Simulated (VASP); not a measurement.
# BaOs3 (Pm-3m) in VASP: single point with PBE

Aim: the single point of BaOs3 with PBE.

Program: VASP 6.6.1. These are calculated values, not measurements. Logs are shortened: lines on timing, memory, paths and dates and some standing lists are left out, and cuts for length are marked.

**1. The cell of the first run**

It takes space group Pm-3m (No. 221, cubic). The conventional cell has a = 4.186 Å, b = 4.186 Å, c = 4.186 Å, α = 90.00°, β = 90.00°, γ = 90.00°. Within 3.9 Å of Ba (site symmetry m-3m) lie 12 Os at 2.96 Å. Within 3.9 Å of Os (site symmetry 4/mmm) lie 4 Ba at 2.96 Å and 8 Os at 2.96 Å.

**2. Single point, PBE**

INCAR reads:

```
SYSTEM = BaOs3
ALGO     = Normal         ! electronic algorithm
EDIFF    = 1E-6           ! SCF threshold, eV
ENCUT    = 560            ! plane-wave cutoff, eV
GGA      = PE             ! functional
GGA_COMPAT= .False.      
ISIF     = 2              ! what is computed and relaxed
ISMEAR   = 0              ! smearing method
LASPH    = .True.         ! aspherical terms in the spheres
LCHARG   = .False.        ! write CHGCAR
LREAL    = .False.        ! projectors in reciprocal space
LWAVE    = .False.        ! write WAVECAR
NBANDS   = 37             ! bands
NELM     = 120            ! most SCF steps
PREC     = Accurate       ! precision mode
SIGMA    = 0.1            ! smearing width, eV
```

KPOINTS reads:

```
k-points
0
Gamma
  12 12 12
  0 0 0
```

POSCAR reads:

```
BaOs3
1.0
    4.1862386203      0.0000000000      0.0000000000
    0.0000000000      4.1862386203      0.0000000000
    0.0000000000      0.0000000000      4.1862386203
Ba Os
1 3
Direct
    0.0000000000      0.0000000000      0.0000000000
    0.0000000000      0.5000000000      0.5000000000
    0.5000000000      0.0000000000      0.5000000000
    0.5000000000      0.5000000000      0.0000000000
```

Potentials or basis: VASP PAW PBE potentials, release 64 (Ba_sv, Os_sv_GW).

Started as:

```sh
$ cat potpaw_PBE.64/Ba_sv/POTCAR potpaw_PBE.64/Os_sv_GW/POTCAR > POTCAR
$ mpirun -np 1 vasp_std > vasp.out
```

OUTCAR:

```text
SYSTEM = BaOs3
   EDIFF = 1E-6
   ENCUT = 560
   GGA = PE
   ISIF = 2
   ISMEAR = 0
   LASPH = .True.
   LREAL = .False.
   NELM = 120
   PREC = Accurate

 ion  position               nearest neighbor table
   1  0.000  0.000  0.000-   2 2.96   3 2.96   4 2.96   2 2.96   3 2.96   2 2.96   4 2.96   2 2.96
                             3 2.96   4 2.96   3 2.96   4 2.96
   2  0.000  0.500  0.500-   1 2.96   3 2.96   4 2.96   1 2.96   4 2.96   1 2.96   3 2.96   1 2.96
                             3 2.96   4 2.96   4 2.96   3 2.96
   3  0.500  0.000  0.500-   1 2.96   2 2.96   4 2.96   1 2.96   4 2.96   2 2.96   4 2.96   4 2.96
                             1 2.96   2 2.96   1 2.96   2 2.96
   4  0.500  0.500  0.000-   1 2.96   2 2.96   3 2.96   2 2.96   3 2.96   1 2.96   3 2.96   3 2.96
                             1 2.96   2 2.96   2 2.96   1 2.96

  LATTYP: Found a simple cubic cell.
 ALAT       =     4.1862386203

  Lattice vectors:

 A1 = (   4.1862386203,   0.0000000000,   0.0000000000)
 A2 = (   0.0000000000,   4.1862386203,   0.0000000000)
 A3 = (   0.0000000000,   0.0000000000,   4.1862386203)

Analysis of symmetry for initial positions (statically):
=====================================================================
 Subroutine PRICEL returns:
 Original cell was already a primitive cell.

 Routine SETGRP: Setting up the symmetry group for a
 simple cubic supercell.

 Subroutine GETGRP returns: Found 48 space group operations
 (whereof 48 operations were pure point group operations)
 out of a pool of 48 trial point group operations.

The static configuration has the point symmetry O_h .

Analysis of symmetry for dynamics (positions and initial velocities):
=====================================================================
 Subroutine PRICEL returns:
 Original cell was already a primitive cell.

 Routine SETGRP: Setting up the symmetry group for a
 simple cubic supercell.

 Subroutine GETGRP returns: Found 48 space group operations
 (whereof 48 operations were pure point group operations)
 out of a pool of 48 trial point group operations.

The dynamic configuration has the point symmetry O_h .

 Subroutine INISYM returns: Found 48 space group operations
 (whereof 48 operations are pure point group operations),
 and found     1 'primitive' translations

[... 84 lines left out ...]
   dimension x,y,z NGXF=    64 NGYF=   64 NGZF=   64
   ions per type =               1   3
   NGX,Y,Z   is equivalent  to a cutoff of  12.71, 12.71, 12.71 a.u.
   NGXF,Y,Z  is equivalent  to a cutoff of  25.42, 25.42, 25.42 a.u.
 SYSTEM =  BaOs3
   PREC   = accura    normal or accurate (medium, high low for compatibility)
   ISTART =      0    job   : 0-new  1-cont  2-samecut
   ICHARG =      2    charge: 1-file 2-atom 10-const
   ISPIN  =      1    spin polarized calculation?
   LNONCOLLINEAR =      F non collinear calculations
   LSORBIT =      F    spin-orbit coupling
   LASPH  =      T    aspherical Exc in radial PAW
   ENCUT  =  560.0 eV  41.16 Ry    6.42 a.u.   8.08  8.08  8.08*2*pi/ulx,y,z
   NELM   =    120;   NELMIN=  2; NELMDL= -5     # of ELM steps
   EDIFF  = 0.1E-05   stopping-criterion for ELM
   LREAL  =      F    real-space projection
[... 7 lines left out ...]
   TEBEG  =    0.0;   TEEND  =   0.0 temperature during run
   PSTRESS=    0.0 pullay stress
   NELECT =      58.0000    total number of electrons
   NUPDOWN=      -1.0000    fix difference up-down
   EMIN   =  10.00;   EMAX   =-10.00  energy-range for DOS
   EFERMI =   0.00;   METHOD = LEGACY
   ISMEAR =     0;   SIGMA  =   0.10  broadening in eV -4-tet -1-fermi 0-gaus
   EFERMI_NEDOS =   21; number of points for ismear=-14 and -15
   IALGO  =     38    algorithm
   IMIX   =      4    mixing-type and parameters
     AMIX     =   0.40;   BMIX     =  1.00
     AMIX_MAG =   1.60;   BMIX_MAG =  1.00
  volume/ion in A,a.u.               =      18.34       123.77
  Fermi-wavevector in a.u.,A,eV,Ry     =   1.513771  2.860612 31.177786  2.291503
  Thomas-Fermi vector in A             =   2.623518
   LORBIT       =      0    0 simple, 1 ext, 2 COOP (PROOUT), +10 PAW based schemes
   GGA     = PE    functional components
   LHFCALC =     F    Hartree Fock is set to
   AEXX    =    0.0000 exact exchange contribution
   IVDW    =     0    specifies the selected vdW correction
   LEPSILON=     F    determine dielectric tensor
   LRPA    =     F    only Hartree local field effects (RPA)
 non-spin polarized calculation
 Gauss-broadening in eV      SIGMA  =   0.10
  energy-cutoff  :      560.00
  volume of cell :       73.36
 maximum number of plane-waves:      2272
   NGX = 17   NGY = 17   NGZ = 17

 number of electron      57.9999994 magnetization

 Free energy of the ion-electron system (eV)
  ---------------------------------------------------
  ext. energy  EPLUGINS =         0.00000000
  ---------------------------------------------------
  free energy    TOTEN  =       -31.40410245 eV

  energy without entropy =      -31.35856775  energy(sigma->0) =      -31.38133510

 E-fermi :   8.5293     XC(G=0): -12.8132

 val. band max:        8.5243548646   @ k =   0.3333   0.2500   0.0000
 cond. band min:       8.5294999553   @ k =   0.5000   0.3333   0.0833
 fundamental gap:      0.0051450907
 Fermi energy:         8.5292719095

 k-point     1 :       0.0000    0.0000    0.0000
  band No.  band energies     occupation
      1     -77.0241      2.00000
      2     -76.9959      2.00000
      3     -76.9959      2.00000
      4     -36.5745      2.00000
      5     -36.5745      2.00000
      6     -36.5745      2.00000
[... 949 lines left out ...]
     36      13.6527      0.00000
     37      14.4334      0.00000

 [... further k-points ...]
[... 5 lines left out ...]
  --------------------------------------------------------------------------------------
  -------------------------------------------------------------------------------------
  Total        1.5939749      1.5939749      1.5939749     -0.0000000     -0.0000000     -0.0000000
  in kB       34.8112910     34.8112910     34.8112910     -0.0000000     -0.0000000     -0.0000000
  external PRESSURE =      34.8112910 kB  Pullay stress =       0.0000000 kB

 VOLUME and BASIS-vectors are now :
 -----------------------------------------------------------------------------
  energy-cutoff  :      560.00
  volume of cell :       73.36
      direct lattice vectors                 reciprocal lattice vectors
     4.186238620  0.000000000  0.000000000     0.238877926  0.000000000  0.000000000
     0.000000000  4.186238620  0.000000000     0.000000000  0.238877926  0.000000000
     0.000000000  0.000000000  4.186238620     0.000000000  0.000000000  0.238877926

 POSITION                                       TOTAL-FORCE (eV/Angst)
 -----------------------------------------------------------------------------------
      0.00000      0.00000      0.00000         0.000000      0.000000      0.000000
      0.00000      2.09312      2.09312         0.000000      0.000000      0.000000
      2.09312      0.00000      2.09312         0.000000      0.000000      0.000000
      2.09312      2.09312      0.00000         0.000000      0.000000      0.000000
 -----------------------------------------------------------------------------------
    total drift:                                0.000000     -0.000000     -0.000000

  FREE ENERGIE OF THE ION-ELECTRON SYSTEM (eV)
  ---------------------------------------------------
  free  energy   TOTEN  =       -31.4041024515 eV

  energy  without entropy=      -31.3585677547  energy(sigma->0) =      -31.38133510
```

OSZICAR:

```text
N       E                     dE             d eps       ncg     rms          rms(c)
DAV:   1     0.639207462821E+03    0.63921E+03   -0.40406E+04  6472   0.170E+03
DAV:   2    -0.463447456550E+01   -0.64384E+03   -0.62996E+03  7620   0.484E+02
DAV:   3    -0.383593852008E+02   -0.33725E+02   -0.32903E+02  8425   0.100E+02
DAV:   4    -0.390700527463E+02   -0.71067E+00   -0.70645E+00  7506   0.128E+01
DAV:   5    -0.390890956915E+02   -0.19043E-01   -0.19031E-01  7598   0.183E+00    0.125E+02
DAV:   6    -0.314670589958E+02    0.76220E+01   -0.39313E+01  6808   0.261E+01    0.566E+01
DAV:   7    -0.314240998552E+02    0.42959E-01   -0.20156E+00  6918   0.727E+00    0.300E+01
DAV:   8    -0.314130031175E+02    0.11097E-01   -0.21324E-01  8013   0.262E+00    0.312E+00
DAV:   9    -0.314044145835E+02    0.85885E-02   -0.28687E-02  7010   0.834E-01    0.790E-01
DAV:  10    -0.314041325763E+02    0.28201E-03   -0.37126E-03  8350   0.248E-01    0.251E-01
DAV:  11    -0.314041099377E+02    0.22639E-04   -0.97449E-05  7114   0.423E-02    0.101E-01
DAV:  12    -0.314041022633E+02    0.76744E-05   -0.18592E-05  7474   0.273E-02    0.161E-02
DAV:  13    -0.314041024515E+02   -0.18817E-06   -0.83565E-07  4642   0.469E-03
   1 F= -.31404102E+02 E0= -.31381335E+02  d E =-.455347E-01
```

stdout:

```text
POSCAR found type information on POSCAR BaOs
 POSCAR found :  2 types and       4 ions
 scaLAPACK will be used
 LDA part: xc-table for (Slater+PW92), standard interpolation
 POSCAR, INCAR and KPOINTS ok, starting setup
 FFT: planning ... GRIDC
 FFT: planning ... GRID_SOFT
 FFT: planning ... GRID
 WAVECAR not read
 entering main loop
```

It took 63 s on 1 thread of Intel Xeon 6975P-C (Granite Rapids), shared host; peak memory 0.34 GiB.

Results:

```
Free energy            : -31.4041 eV
Pressure               : 3.5 GPa
Band gap on the k mesh : zero (bands 29 and 30 overlap by 2.11 eV)
```

Caveat: the cell stands under pressure; spin-orbit coupling is left out, which moves the levels of the heavy elements.
